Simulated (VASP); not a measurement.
# Au (P6_3/mmc) in VASP: further runs

Runs on Au. Level: PBEsol. Tasks: single point.

All numbers are computed with VASP 6.6.1; they aren't measurements. Logs are shortened: lines on timing, memory, paths and dates and some standing lists are left out, and cuts for length are marked.

## 1. The cell of the first run

The structure is hexagonal, space group P6_3/mmc (No. 194). The conventional cell has a = 2.900 Å, b = 2.900 Å, c = 4.880 Å, α = 90.00°, β = 90.00°, γ = 120.00°. Within 3.8 Å of Au (site symmetry -6m2) lie 12 Au at 2.90 to 2.96 Å.

## 2. Single point, PBEsol

Input file INCAR:

```
PREC = Accurate
ENCUT = 500
EDIFF = 1E-6
ISMEAR = 0
SIGMA = 0.1
LREAL = False
LASPH = True
NELM = 120
ALGO = Normal
ISIF = 2
LWAVE = False
LCHARG = False
GGA = PS
NBANDS = 18
GGA_COMPAT = False
```

Input file KPOINTS:

```
Automatic mesh
0
Gamma
  6 6 4
```

Input file POSCAR:

```
Au
1.0
    2.8999984104      0.0000000000      0.0000000000
   -1.4499992052      2.5114722944      0.0000000000
    0.0000000000      0.0000000000      4.8800000000
Au
2
Direct
    0.3333333333      0.6666666667      0.7500000000
    0.6666666667      0.3333333333      0.2500000000
```

Potentials or basis: VASP PAW PBE potentials, release 64 (Au).

On the command line:

```sh
cat potpaw_PBE.64/Au/POTCAR > POTCAR
mpirun -np 1 vasp_std > vasp.out
```

OUTCAR:

```text
PREC = Accurate
   ENCUT = 500
   EDIFF = 1E-6
   ISMEAR = 0
   LREAL = False
   LASPH = True
   NELM = 120
   ISIF = 2
   GGA = PS

 ion  position               nearest neighbor table
   1  0.333  0.667  0.750-   2 2.96   2 2.96   2 2.96   2 2.96   2 2.96   2 2.96
   2  0.667  0.333  0.250-   1 2.96   1 2.96   1 2.96   1 2.96   1 2.96   1 2.96

  LATTYP: Found a hexagonal cell.
 ALAT       =     2.8999984104
 C/A-ratio  =     1.6827595431

  Lattice vectors:

 A1 = (   2.8999984104,   0.0000000000,   0.0000000000)
 A2 = (  -1.4499992052,   2.5114722944,   0.0000000000)
 A3 = (   0.0000000000,   0.0000000000,   4.8800000000)

Analysis of symmetry for initial positions (statically):
=====================================================================
 Subroutine PRICEL returns:
 Original cell was already a primitive cell.

 Routine SETGRP: Setting up the symmetry group for a
 hexagonal supercell.

 Subroutine GETGRP returns: Found 24 space group operations
 (whereof 12 operations were pure point group operations)
 out of a pool of 24 trial point group operations.

The static configuration has the point symmetry D_3d.
 The point group associated with its full space group is D_6h.

Analysis of symmetry for dynamics (positions and initial velocities):
=====================================================================
 Subroutine PRICEL returns:
 Original cell was already a primitive cell.

 Routine SETGRP: Setting up the symmetry group for a
 hexagonal supercell.

 Subroutine GETGRP returns: Found 24 space group operations
 (whereof 12 operations were pure point group operations)
 out of a pool of 24 trial point group operations.

The dynamic configuration has the point symmetry D_3d.
 The point group associated with its full space group is D_6h.

 Subroutine INISYM returns: Found 24 space group operations
 (whereof 12 operations are pure point group operations),
 and found     1 'primitive' translations

----------------------------------------------------------------------------------------

                                     Primitive cell

  volume of cell :      35.5423

  direct lattice vectors                    reciprocal lattice vectors
     2.899998410  0.000000000  0.000000000     0.344827775  0.199086409  0.000000000
    -1.449999205  2.511472294  0.000000000     0.000000000  0.398172818  0.000000000
     0.000000000  0.000000000  4.880000000     0.000000000  0.000000000  0.204918033

  length of vectors
     2.899998410  2.899998410  4.880000000     0.398172818  0.398172818  0.204918033

  position of ions in fractional coordinates (direct lattice)
     0.333333333  0.666666667  0.750000000
     0.666666667  0.333333333  0.250000000

  ion indices of the primitive-cell ions
   primitive index   ion index
                 1           1
                 2           2

----------------------------------------------------------------------------------------

 KPOINTS: Automatic mesh

Automatic generation of k-mesh.
 Grid dimensions read from file:
 generate k-points for:    6    6    4

 Generating k-lattice:

  Cartesian coordinates                     Fractional coordinates (reciprocal lattice)
     0.057471296  0.033181068  0.000000000     0.166666667  0.000000000  0.000000000
     0.000000000  0.066362136  0.000000000     0.000000000  0.166666667  0.000000000
     0.000000000  0.000000000  0.051229508     0.000000000  0.000000000  0.250000000

  Length of vectors
     0.066362136  0.066362136  0.051229508

  Shift w.r.t. Gamma in fractional coordinates (k-lattice)
     0.000000000  0.000000000  0.000000000

 Subroutine IBZKPT returns following result:
 ===========================================

 Found     21 irreducible k-points:

 Following reciprocal coordinates:
            Coordinates               Weight
  0.000000  0.000000  0.000000      1.000000
  0.166667  0.000000  0.000000      6.000000
  0.333333  0.000000  0.000000      6.000000
  0.500000  0.000000  0.000000      3.000000
  0.166667  0.166667  0.000000      6.000000
  0.333333  0.166667  0.000000     12.000000
[... 13 lines left out ...]
  0.333333  0.166667  0.500000     12.000000
  0.333333  0.333333  0.500000      2.000000
   k-points           NKPTS =     21   k-points in BZ     NKDIM =     21   number of bands    NBANDS=     18
   number of dos      NEDOS =    301   number of ions     NIONS =      2
   total plane-waves  NPLWV =  20736
   dimension x,y,z NGX =    24 NGY =   24 NGZ =   36
   dimension x,y,z NGXF=    48 NGYF=   48 NGZF=   72
   ions per type =               2
   NGX,Y,Z   is equivalent  to a cutoff of  13.76, 13.76, 12.26 a.u.
   NGXF,Y,Z  is equivalent  to a cutoff of  27.52, 27.52, 24.53 a.u.
 SYSTEM =  unknown system
   PREC   = accura    normal or accurate (medium, high low for compatibility)
   ISTART =      0    job   : 0-new  1-cont  2-samecut
   ICHARG =      2    charge: 1-file 2-atom 10-const
   ISPIN  =      1    spin polarized calculation?
   LNONCOLLINEAR =      F non collinear calculations
   LSORBIT =      F    spin-orbit coupling
   LASPH  =      T    aspherical Exc in radial PAW
   ENCUT  =  500.0 eV  36.75 Ry    6.06 a.u.   5.29  5.29  8.90*2*pi/ulx,y,z
   NELM   =    120;   NELMIN=  2; NELMDL= -5     # of ELM steps
   EDIFF  = 0.1E-05   stopping-criterion for ELM
   LREAL  =      F    real-space projection
   EDIFFG = 0.1E-04   stopping-criterion for IOM
   NSW    =      0    number of steps for IOM
   IBRION =     -1    ionic relax: 0-MD 1-quasi-New 2-CG
   NFREE  =      0    steps in history (QN), initial steepest desc. (CG)
   ISIF   =      2    stress and relaxation
   ISYM   =      2    0-nonsym 1-usesym 2-fastsym
   POTIM  = 0.5000    time-step for ionic-motion
   TEBEG  =    0.0;   TEEND  =   0.0 temperature during run
   PSTRESS=    0.0 pullay stress
   NELECT =      22.0000    total number of electrons
   NUPDOWN=      -1.0000    fix difference up-down
   EMIN   =  10.00;   EMAX   =-10.00  energy-range for DOS
   EFERMI =   0.00;   METHOD = LEGACY
   ISMEAR =     0;   SIGMA  =   0.10  broadening in eV -4-tet -1-fermi 0-gaus
   EFERMI_NEDOS =   21; number of points for ismear=-14 and -15
   IALGO  =     38    algorithm
   IMIX   =      4    mixing-type and parameters
     AMIX     =   0.40;   BMIX     =  1.00
     AMIX_MAG =   1.60;   BMIX_MAG =  1.00
  volume/ion in A,a.u.               =      17.77       119.93
  Fermi-wavevector in a.u.,A,eV,Ry     =   1.395191  2.636529 26.484537  1.946559
  Thomas-Fermi vector in A             =   2.518667
   LORBIT       =      0    0 simple, 1 ext, 2 COOP (PROOUT), +10 PAW based schemes
   GGA     = PS    functional components
   LHFCALC =     F    Hartree Fock is set to
   AEXX    =    0.0000 exact exchange contribution
   IVDW    =     0    specifies the selected vdW correction
   LEPSILON=     F    determine dielectric tensor
   LRPA    =     F    only Hartree local field effects (RPA)
 non-spin polarized calculation
 Gauss-broadening in eV      SIGMA  =   0.10
  energy-cutoff  :      500.00
  volume of cell :       35.54
 maximum number of plane-waves:       916
 NGX is ok and might be reduce to    24
   NGX = 11   NGY = 11   NGZ = 17

 number of electron      22.0000001 magnetization

 Free energy of the ion-electron system (eV)
  ---------------------------------------------------
  ext. energy  EPLUGINS =         0.00000000
  ---------------------------------------------------
  free energy    TOTEN  =        -7.71017782 eV

  energy without entropy =       -7.70052317  energy(sigma->0) =       -7.70535049

 E-fermi :   8.6380     XC(G=0): -12.6363

 val. band max:        8.6096605676   @ k =   0.5000   0.0000   0.2500
 cond. band min:       8.9463624933   @ k =   0.5000   0.0000   0.0000
 fundamental gap:      0.3367019257
 Fermi energy:         8.6379921128

 k-point     1 :       0.0000    0.0000    0.0000
  band No.  band energies     occupation
      1      -0.8905      2.00000
      2       1.5466      2.00000
      3       3.9489      2.00000
      4       4.2514      2.00000
      5       4.2514      2.00000
      6       4.5405      2.00000
[... 10 lines left out ...]
     17      26.6633      0.00000
     18      26.6633      0.00000

 k-point     2 :       0.1667    0.0000    0.0000
  band No.  band energies     occupation
      1      -0.0737      2.00000
      2       2.1581      2.00000
      3       3.7213      2.00000
      4       4.2265      2.00000
      5       4.4006      2.00000
      6       4.6125      2.00000
[... 10 lines left out ...]
     17      25.0897      0.00000
     18      25.7739      0.00000

 k-point     3 :       0.3333    0.0000    0.0000
  band No.  band energies     occupation
      1       1.6072      2.00000
      2       2.3729      2.00000
      3       3.0686      2.00000
      4       4.0768      2.00000
      5       4.3633      2.00000
      6       4.4542      2.00000
[... 10 lines left out ...]
     17      22.1280      0.00000
     18      24.4273      0.00000

 k-point     4 :       0.5000    0.0000    0.0000
  band No.  band energies     occupation
      1       2.0842      2.00000
      2       2.0970      2.00000
      3       2.5907      2.00000
      4       4.2611      2.00000
      5       4.3977      2.00000
      6       4.6566      2.00000
[... 10 lines left out ...]
     17      19.9585      0.00000
     18      23.3380      0.00000

 k-point     5 :       0.1667    0.1667    0.0000
  band No.  band energies     occupation
      1       1.3193      2.00000
      2       2.9176      2.00000
      3       3.3220      2.00000
      4       3.4583      2.00000
      5       4.1601      2.00000
      6       4.2621      2.00000
[... 10 lines left out ...]
     17      24.5424      0.00000
     18      24.7944      0.00000

 k-point     6 :       0.3333    0.1667    0.0000
  band No.  band energies     occupation
      1       2.5403      2.00000
      2       2.6686      2.00000
      3       2.7658      2.00000
      4       4.0648      2.00000
      5       4.1082      2.00000
      6       4.4773      2.00000
[... 10 lines left out ...]
     17      20.9772      0.00000
     18      22.7458      0.00000

 k-point     7 :       0.3333    0.3333    0.0000
  band No.  band energies     occupation
      1       2.7349      2.00000
      2       3.2438      2.00000
      3       3.2438      2.00000
      4       3.7562      2.00000
      5       4.0958      2.00000
      6       4.0958      2.00000
[... 10 lines left out ...]
     17      18.9241      0.00000
     18      18.9241      0.00000

 k-point     8 :       0.0000    0.0000    0.2500
  band No.  band energies     occupation
      1      -0.4065      2.00000
      2       1.4704      2.00000
      3       3.8554      2.00000
      4       4.1794      2.00000
      5       4.1794      2.00000
      6       4.4140      2.00000
[... 10 lines left out ...]
     17      26.3837      0.00000
     18      26.3837      0.00000
[... 166 lines left out ...]
     17      24.9141      0.00000
     18      24.9141      0.00000

 k-point    17 :       0.3333    0.0000    0.5000
  band No.  band energies     occupation
      1       2.0928      2.00000
      2       2.0928      2.00000
      3       3.1839      2.00000
      4       3.1839      2.00000
      5       5.1694      2.00000
      6       5.1694      2.00000
[... 10 lines left out ...]
     17      23.3460      0.00000
     18      23.3460      0.00000

 k-point    18 :       0.5000    0.0000    0.5000
  band No.  band energies     occupation
      1       1.9491      2.00000
      2       1.9491      2.00000
      3       2.9805      2.00000
      4       2.9805      2.00000
      5       5.2959      2.00000
      6       5.2959      2.00000
[... 10 lines left out ...]
     17      21.9370      0.00000
     18      21.9370      0.00000

 k-point    19 :       0.1667    0.1667    0.5000
  band No.  band energies     occupation
      1       2.3498      2.00000
      2       2.3498      2.00000
      3       3.4637      2.00000
      4       3.4637      2.00000
      5       3.8724      2.00000
      6       3.8724      2.00000
[... 10 lines left out ...]
     17      21.6064      0.00000
     18      21.6064      0.00000

 k-point    20 :       0.3333    0.1667    0.5000
  band No.  band energies     occupation
      1       2.4211      2.00000
      2       2.4211      2.00000
      3       3.3198      2.00000
      4       3.3198      2.00000
      5       4.6332      2.00000
      6       4.6332      2.00000
[... 10 lines left out ...]
     17      22.2077      0.00000
     18      22.2077      0.00000

 k-point    21 :       0.3333    0.3333    0.5000
  band No.  band energies     occupation
      1       2.9387      2.00000
      2       2.9387      2.00000
      3       3.5483      2.00000
      4       3.5483      2.00000
      5       4.2104      2.00000
      6       4.2104      2.00000
[... 10 lines left out ...]
     17      24.1346      0.00000
     18      24.1346      0.00000

------------------------ aborting loop because EDIFF is reached ----------------------------------------

  FORCE on cell =-STRESS in cart. coord.  units (eV):
  Direction    XX          YY          ZZ          XY          YZ          ZX
  --------------------------------------------------------------------------------------
  -------------------------------------------------------------------------------------
  Total       -0.8631227     -0.8631227     -2.2372385      0.0000000      0.0000000      0.0000000
  in kB      -38.9078431    -38.9078431   -100.8502318      0.0000000      0.0000000      0.0000000
  external PRESSURE =     -59.5553060 kB  Pullay stress =       0.0000000 kB

 VOLUME and BASIS-vectors are now :
 -----------------------------------------------------------------------------
  energy-cutoff  :      500.00
  volume of cell :       35.54
      direct lattice vectors                 reciprocal lattice vectors
     2.899998410  0.000000000  0.000000000     0.344827775  0.199086409  0.000000000
    -1.449999205  2.511472294  0.000000000     0.000000000  0.398172818  0.000000000
     0.000000000  0.000000000  4.880000000     0.000000000  0.000000000  0.204918033

 POSITION                                       TOTAL-FORCE (eV/Angst)
 -----------------------------------------------------------------------------------
     -0.00000      1.67431      3.66000        -0.000000     -0.000000      0.000000
      1.45000      0.83716      1.22000         0.000000      0.000000      0.000000
 -----------------------------------------------------------------------------------
    total drift:                               -0.000000      0.000000     -0.000000

  FREE ENERGIE OF THE ION-ELECTRON SYSTEM (eV)
  ---------------------------------------------------
  free  energy   TOTEN  =        -7.7101778206 eV

  energy  without entropy=       -7.7005231672  energy(sigma->0) =       -7.70535049
```

Run time: 7.4 s. Hardware: 1 thread of AMD EPYC 9R45 (Zen 5), shared host; peak memory 0.12 GiB.

What came out:

* Free energy: -7.7102 eV
* Pressure: -6.0 GPa
* Band gap on the k mesh: zero (band 11 reaches 12.65 eV, above the bottom of band 12 at 6.03 eV)

Stress tensor (GPa, compression positive):
```
 -3.89   0.00   0.00
  0.00  -3.89   0.00
  0.00   0.00 -10.09
```

Levels at points of the mesh, in eV from the Fermi level:
```
           k point  band 9  band 10  band 11  band 12  band 13  band 14
(0.00, 0.00, 0.00)   -3.45    -2.18    -2.18    -1.08     2.38    14.54
(0.50, 0.00, 0.00)   -1.85    -1.69     0.31     1.44     5.55     6.97
(0.00, 0.00, 0.50)   -2.61    -2.61    -2.61    -2.61    10.22    10.22
(0.50, 0.00, 0.50)   -1.75    -1.75     0.45     0.45     3.69     3.69
```

Caveat: the k points lie up to 0.42 Å⁻¹ apart; the PAW data sets were made with another functional, which shifts forces and pressure a little; spin-orbit coupling is left out, which moves the levels of the heavy elements.

## 3. Single point, PBEsol

This run uses another cell than the first one, of 17.03 Å³/atom, 0.958 times its volume.

Input file INCAR:

```
PREC = Accurate
ENCUT = 520
EDIFF = 1E-6
ISMEAR = 0
SIGMA = 0.1
LREAL = False
LASPH = True
NELM = 100
ALGO = Normal
ISIF = 2
LWAVE = False
LCHARG = False
GGA = PS
NBANDS = 18
```

Input file KPOINTS:

```
regular mesh
0
Gamma
  18 18 10
```

Input file POSCAR:

```
Au
1.0
    2.8651901233      0.0000000000      0.0000000000
   -1.4325950616      2.4813274334      0.0000000000
    0.0000000000      0.0000000000      4.7905779957
Au
2
Direct
    0.3333333333      0.6666666667      0.7500000000
    0.6666666667      0.3333333333      0.2500000000
```

Potentials or basis: VASP PAW PBE potentials, release 64 (Au).

On the command line:

```sh
cat potpaw_PBE.64/Au/POTCAR > POTCAR
mpirun -np 1 vasp_std > vasp.out
```

Run time: 62 s. Hardware: 1 thread of Intel Xeon 6975P-C, shared host; peak memory 0.24 GiB.

The run converged. Its results:

```yaml
Free_energy: -7.8296 eV
Pressure: -0.3 GPa
Band_gap_on_the_k_mesh: zero (band 11 reaches 13.56 eV, above the bottom of band 12 at 6.64 eV)
```

Levels at points of the mesh, in eV from the Fermi level:
| k point | band 8 | band 9 | band 10 | band 11 | band 12 | band 13 | band 14 | band 15 |
| --- | --- | --- | --- | --- | --- | --- | --- | --- |
| (0.00, 0.00, 0.00) | -3.53 | -3.53 | -2.13 | -2.13 | -1.14 | 2.77 | 14.58 | 15.81 |
| (0.50, 0.00, 0.00) | -1.88 | -1.82 | -1.63 | 0.39 | 1.60 | 5.79 | 7.33 | 7.41 |
| (0.00, 0.00, 0.50) | -4.57 | -2.59 | -2.59 | -2.59 | -2.59 | 10.75 | 10.75 | 14.88 |
| (0.50, 0.00, 0.50) | -2.38 | -1.71 | -1.71 | 0.45 | 0.45 | 4.00 | 4.00 | 13.30 |

Caveat: the PAW data sets were made with another functional, which shifts forces and pressure a little; spin-orbit coupling is left out, which moves the levels of the heavy elements.
